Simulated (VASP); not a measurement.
# SiNi3 (Pm-3m) in VASP: a series of runs

The runs below take SiNi3 through single point, relaxation of cell and atoms, with PBE.

All numbers are computed with VASP 6.6.1; they aren't measurements. Logs are shortened: lines on timing, memory, paths and dates and some standing lists are left out, and cuts for length are marked.

**1. The cell of the first run**

It takes space group Pm-3m (No. 221, cubic). The conventional cell has a = 3.506 Å, b = 3.506 Å, c = 3.506 Å, α = 90.00°, β = 90.00°, γ = 90.00°. Si (site symmetry m-3m) has 12 Ni at 2.48 Å within 3.3 Å. Ni (site symmetry 4/mmm) has 4 Si at 2.48 Å and 8 Ni at 2.48 Å within 3.3 Å.

**2. Single point, PBE**

INCAR

```
PREC = Accurate
ENCUT = 520
EDIFF = 1E-6
ISMEAR = 0
SIGMA = 0.15
LREAL = F
LASPH = T
NELM = 80
ALGO = Fast
ISIF = 2
LWAVE = F
LCHARG = F
GGA = PE
NBANDS = 25
```

KPOINTS

```
Automatic mesh
0
Gamma
  14 14 14
```

POSCAR

```
SiNi3
1.0
    3.5062596409      0.0000000000      0.0000000000
    0.0000000000      3.5062596409      0.0000000000
    0.0000000000      0.0000000000      3.5062596409
Si Ni
1 3
Direct
    0.0000000000      0.0000000000      0.0000000000
    0.0000000000      0.5000000000      0.5000000000
    0.5000000000      0.0000000000      0.5000000000
    0.5000000000      0.5000000000      0.0000000000
```

Potentials or basis: VASP PAW PBE potentials, release 64 (Si, Ni).

Launch:

```bash
$ cat potpaw_PBE.64/Si/POTCAR potpaw_PBE.64/Ni/POTCAR > POTCAR
$ mpirun -np 1 vasp_std > vasp.out
```

OUTCAR:

```text
PREC = Accurate
   ENCUT = 520
   EDIFF = 1E-6
   ISMEAR = 0
   LREAL = F
   LASPH = T
   NELM = 80
   ISIF = 2
   GGA = PE

 ion  position               nearest neighbor table
   1  0.000  0.000  0.000-   2 2.48   3 2.48   4 2.48   2 2.48   3 2.48   2 2.48   4 2.48   2 2.48
                             3 2.48   4 2.48   3 2.48   4 2.48
   2  0.000  0.500  0.500-   1 2.48   3 2.48   4 2.48   1 2.48   4 2.48   1 2.48   3 2.48   1 2.48
                             3 2.48   4 2.48   4 2.48   3 2.48
   3  0.500  0.000  0.500-   1 2.48   2 2.48   4 2.48   1 2.48   4 2.48   2 2.48   4 2.48   4 2.48
                             1 2.48   2 2.48   1 2.48   2 2.48
   4  0.500  0.500  0.000-   1 2.48   2 2.48   3 2.48   2 2.48   3 2.48   1 2.48   3 2.48   3 2.48
                             1 2.48   2 2.48   2 2.48   1 2.48

  LATTYP: Found a simple cubic cell.
 ALAT       =     3.5062596409

  Lattice vectors:

 A1 = (   3.5062596409,   0.0000000000,   0.0000000000)
 A2 = (   0.0000000000,   3.5062596409,   0.0000000000)
 A3 = (   0.0000000000,   0.0000000000,   3.5062596409)

Analysis of symmetry for initial positions (statically):
=====================================================================
 Subroutine PRICEL returns:
 Original cell was already a primitive cell.

 Routine SETGRP: Setting up the symmetry group for a
 simple cubic supercell.

 Subroutine GETGRP returns: Found 48 space group operations
 (whereof 48 operations were pure point group operations)
 out of a pool of 48 trial point group operations.

The static configuration has the point symmetry O_h .

Analysis of symmetry for dynamics (positions and initial velocities):
=====================================================================
 Subroutine PRICEL returns:
 Original cell was already a primitive cell.

 Routine SETGRP: Setting up the symmetry group for a
 simple cubic supercell.

 Subroutine GETGRP returns: Found 48 space group operations
 (whereof 48 operations were pure point group operations)
 out of a pool of 48 trial point group operations.

The dynamic configuration has the point symmetry O_h .

 Subroutine INISYM returns: Found 48 space group operations
 (whereof 48 operations are pure point group operations),
 and found     1 'primitive' translations

----------------------------------------------------------------------------------------

                                     Primitive cell

  volume of cell :      43.1055

  direct lattice vectors                    reciprocal lattice vectors
     3.506259641  0.000000000  0.000000000     0.285204207  0.000000000  0.000000000
     0.000000000  3.506259641  0.000000000     0.000000000  0.285204207  0.000000000
     0.000000000  0.000000000  3.506259641     0.000000000  0.000000000  0.285204207

  length of vectors
     3.506259641  3.506259641  3.506259641     0.285204207  0.285204207  0.285204207

  position of ions in fractional coordinates (direct lattice)
     0.000000000  0.000000000  0.000000000
     0.000000000  0.500000000  0.500000000
     0.500000000  0.000000000  0.500000000
     0.500000000  0.500000000  0.000000000

  ion indices of the primitive-cell ions
   primitive index   ion index
                 1           1
                 2           2
                 3           3
                 4           4

----------------------------------------------------------------------------------------

 KPOINTS: Automatic mesh

Automatic generation of k-mesh.
 Grid dimensions read from file:
 generate k-points for:   14   14   14

 Generating k-lattice:

  Cartesian coordinates                     Fractional coordinates (reciprocal lattice)
     0.020371729  0.000000000  0.000000000     0.071428571  0.000000000  0.000000000
     0.000000000  0.020371729  0.000000000     0.000000000  0.071428571  0.000000000
     0.000000000  0.000000000  0.020371729     0.000000000  0.000000000  0.071428571

  Length of vectors
     0.020371729  0.020371729  0.020371729

  Shift w.r.t. Gamma in fractional coordinates (k-lattice)
     0.000000000  0.000000000  0.000000000

 Subroutine IBZKPT returns following result:
 ===========================================

 Found    120 irreducible k-points:

 Following reciprocal coordinates:
            Coordinates               Weight
  0.000000  0.000000  0.000000      1.000000
  0.071429  0.000000  0.000000      6.000000
  0.142857  0.000000  0.000000      6.000000
  0.214286  0.000000  0.000000      6.000000
  0.285714  0.000000  0.000000      6.000000
  0.357143  0.000000  0.000000      6.000000
[... 16 lines left out ...]
  0.285714  0.214286  0.000000     24.000000
  0.357143  0.214286  0.000000     24.000000
 [... further k-points ...]
   k-points           NKPTS =    120   k-points in BZ     NKDIM =    120   number of bands    NBANDS=     25
   number of dos      NEDOS =    301   number of ions     NIONS =      4
   total plane-waves  NPLWV =  21952
   dimension x,y,z NGX =    28 NGY =   28 NGZ =   28
   dimension x,y,z NGXF=    56 NGYF=   56 NGZF=   56
   ions per type =               1   3
   NGX,Y,Z   is equivalent  to a cutoff of  13.28, 13.28, 13.28 a.u.
   NGXF,Y,Z  is equivalent  to a cutoff of  26.55, 26.55, 26.55 a.u.
 SYSTEM =  unknown system
   PREC   = accura    normal or accurate (medium, high low for compatibility)
   ISTART =      0    job   : 0-new  1-cont  2-samecut
   ICHARG =      2    charge: 1-file 2-atom 10-const
   ISPIN  =      1    spin polarized calculation?
   LNONCOLLINEAR =      F non collinear calculations
   LSORBIT =      F    spin-orbit coupling
   LASPH  =      T    aspherical Exc in radial PAW
   ENCUT  =  520.0 eV  38.22 Ry    6.18 a.u.   6.52  6.52  6.52*2*pi/ulx,y,z
   NELM   =     80;   NELMIN=  2; NELMDL= -5     # of ELM steps
   EDIFF  = 0.1E-05   stopping-criterion for ELM
   LREAL  =      F    real-space projection
   EDIFFG = 0.1E-04   stopping-criterion for IOM
   NSW    =      0    number of steps for IOM
   IBRION =     -1    ionic relax: 0-MD 1-quasi-New 2-CG
   NFREE  =      0    steps in history (QN), initial steepest desc. (CG)
   ISIF   =      2    stress and relaxation
   ISYM   =      2    0-nonsym 1-usesym 2-fastsym
   POTIM  = 0.5000    time-step for ionic-motion
   TEBEG  =    0.0;   TEEND  =   0.0 temperature during run
   PSTRESS=    0.0 pullay stress
   NELECT =      34.0000    total number of electrons
   NUPDOWN=      -1.0000    fix difference up-down
   EMIN   =  10.00;   EMAX   =-10.00  energy-range for DOS
   EFERMI =   0.00;   METHOD = LEGACY
   ISMEAR =     0;   SIGMA  =   0.15  broadening in eV -4-tet -1-fermi 0-gaus
   EFERMI_NEDOS =   21; number of points for ismear=-14 and -15
   IALGO  =     68    algorithm
   IMIX   =      4    mixing-type and parameters
     AMIX     =   0.40;   BMIX     =  1.00
     AMIX_MAG =   1.60;   BMIX_MAG =  1.00
  volume/ion in A,a.u.               =      10.78        72.72
  Fermi-wavevector in a.u.,A,eV,Ry     =   1.512599  2.858397 31.129516  2.287955
  Thomas-Fermi vector in A             =   2.622502
   LORBIT       =      0    0 simple, 1 ext, 2 COOP (PROOUT), +10 PAW based schemes
   GGA     = PE    functional components
   LHFCALC =     F    Hartree Fock is set to
   AEXX    =    0.0000 exact exchange contribution
   IVDW    =     0    specifies the selected vdW correction
   LEPSILON=     F    determine dielectric tensor
   LRPA    =     F    only Hartree local field effects (RPA)
 non-spin polarized calculation
 RMM-DIIS sequential band-by-band and
 Gauss-broadening in eV      SIGMA  =   0.15
  energy-cutoff  :      520.00
  volume of cell :       43.11
 maximum number of plane-waves:      1189
 NGX is ok and might be reduce to    28
   NGX = 13   NGY = 13   NGZ = 13

 number of electron      33.9999978 magnetization

 Free energy of the ion-electron system (eV)
  ---------------------------------------------------
  ext. energy  EPLUGINS =         0.00000000
  ---------------------------------------------------
  free energy    TOTEN  =       -23.69201405 eV

  energy without entropy =      -23.67031942  energy(sigma->0) =      -23.68116674

 E-fermi :  10.6697     XC(G=0): -13.0972

 val. band max:       10.6641163011   @ k =   0.4286   0.4286   0.3571
 cond. band min:      10.6828030611   @ k =   0.0000   0.0000   0.0000
 fundamental gap:      0.0186867600
 Fermi energy:        10.6696808380

 k-point     1 :       0.0000    0.0000    0.0000
  band No.  band energies     occupation
      1      -1.2714      2.00000
      2       5.7841      2.00000
      3       6.6054      2.00000
      4       6.6054      2.00000
      5       7.1229      2.00000
      6       7.1229      2.00000
[... 17 lines left out ...]
     24      21.2203      0.00000
     25      21.2203      0.00000

 k-point     2 :       0.0714    0.0000    0.0000
  band No.  band energies     occupation
      1      -1.2117      2.00000
      2       5.7984      2.00000
      3       6.5189      2.00000
      4       6.6478      2.00000
      5       7.1178      2.00000
      6       7.1178      2.00000
[... 17 lines left out ...]
     24      21.0289      0.00000
     25      21.0645      0.00000

 k-point     3 :       0.1429    0.0000    0.0000
  band No.  band energies     occupation
      1      -1.0340      2.00000
      2       5.7679      2.00000
      3       6.3076      2.00000
      4       6.7719      2.00000
      5       7.0999      2.00000
      6       7.0999      2.00000
[... 17 lines left out ...]
     24      20.3808      0.00000
     25      20.7196      0.00000

 k-point     4 :       0.2143    0.0000    0.0000
  band No.  band energies     occupation
      1      -0.7443      2.00000
      2       5.3783      2.00000
      3       6.2665      2.00000
      4       6.9665      2.00000
      5       7.0649      2.00000
      6       7.0649      2.00000
[... 17 lines left out ...]
     24      19.4065      0.00000
     25      20.5946      0.00000

 k-point     5 :       0.2857    0.0000    0.0000
  band No.  band energies     occupation
      1      -0.3554      2.00000
      2       4.6744      2.00000
      3       6.4094      2.00000
      4       7.0140      2.00000
      5       7.0140      2.00000
      6       7.2114      2.00000
[... 17 lines left out ...]
     24      18.7800      0.00000
     25      21.4182      0.00000

 k-point     6 :       0.3571    0.0000    0.0000
  band No.  band energies     occupation
      1       0.1036      2.00000
      2       3.9026      2.00000
      3       6.5874      2.00000
      4       6.9589      2.00000
      5       6.9589      2.00000
      6       7.4715      2.00000
[... 17 lines left out ...]
     24      18.5544      0.00000
     25      21.8192      0.00000
[... 393 lines left out ...]
 k-point    21 :       0.5000    0.1429    0.0000
  band No.  band energies     occupation
      1       0.9631      2.00000
      2       3.1578      2.00000
      3       6.5359      2.00000
      4       6.8563      2.00000
      5       6.8928      2.00000
      6       7.6306      2.00000
[... 17 lines left out ...]
     24      19.3035      0.00000
     25      22.5755      0.00000

 k-point    22 :       0.2143    0.2143    0.0000
  band No.  band energies     occupation
      1      -0.2369      2.00000
      2       5.5963      2.00000
      3       5.7627      2.00000
      4       6.7032      2.00000
      5       6.9379      2.00000
      6       7.2377      2.00000
[... 17 lines left out ...]
     24      19.6789      0.00000
     25      20.5981      0.00000

 k-point    23 :       0.2857    0.2143    0.0000
  band No.  band energies     occupation
      1       0.1353      2.00000
      2       5.0086      2.00000
      3       5.8551      2.00000
      4       6.8013      2.00000
      5       6.8904      2.00000
      6       7.3607      2.00000
[... 17 lines left out ...]
     24      19.9755      0.00000
     25      20.5933      0.00000

 k-point    24 :       0.3571    0.2143    0.0000
  band No.  band energies     occupation
      1       0.5705      2.00000
      2       4.2961      2.00000
      3       6.0032      2.00000
      4       6.8490      2.00000
      5       6.9009      2.00000
      6       7.5502      2.00000
[... 17 lines left out ...]
     24      20.0559      0.00000
     25      20.9372      0.00000

 [... further k-points ...]

------------------------ aborting loop because EDIFF is reached ----------------------------------------

  FORCE on cell =-STRESS in cart. coord.  units (eV):
  Direction    XX          YY          ZZ          XY          YZ          ZX
  --------------------------------------------------------------------------------------
  -------------------------------------------------------------------------------------
  Total        0.0240361      0.0240361      0.0240361     -0.0000000     -0.0000000      0.0000000
  in kB        0.8933915      0.8933915      0.8933915     -0.0000000     -0.0000000      0.0000000
  external PRESSURE =       0.8933915 kB  Pullay stress =       0.0000000 kB

 VOLUME and BASIS-vectors are now :
 -----------------------------------------------------------------------------
  energy-cutoff  :      520.00
  volume of cell :       43.11
      direct lattice vectors                 reciprocal lattice vectors
     3.506259641  0.000000000  0.000000000     0.285204207  0.000000000  0.000000000
     0.000000000  3.506259641  0.000000000     0.000000000  0.285204207  0.000000000
     0.000000000  0.000000000  3.506259641     0.000000000  0.000000000  0.285204207

 POSITION                                       TOTAL-FORCE (eV/Angst)
 -----------------------------------------------------------------------------------
      0.00000      0.00000      0.00000         0.000000      0.000000      0.000000
      0.00000      1.75313      1.75313         0.000000      0.000000      0.000000
      1.75313      0.00000      1.75313         0.000000      0.000000      0.000000
      1.75313      1.75313      0.00000         0.000000      0.000000      0.000000
 -----------------------------------------------------------------------------------
    total drift:                                0.000000      0.000000      0.000000

  FREE ENERGIE OF THE ION-ELECTRON SYSTEM (eV)
  ---------------------------------------------------
  free  energy   TOTEN  =       -23.6920140495 eV

  energy  without entropy=      -23.6703194232  energy(sigma->0) =      -23.68116674
```

Run time: 60 s. Hardware: 1 thread of Intel Xeon 6975P-C (Granite Rapids), shared host; peak memory 0.23 GiB.

What came out:

- Free energy: -23.6920 eV
- Pressure: 0.1 GPa
- Band gap on the k mesh: zero (band 17 reaches 10.68 eV, above the bottom of band 18 at 10.45 eV)

[end of part 1 of 2]
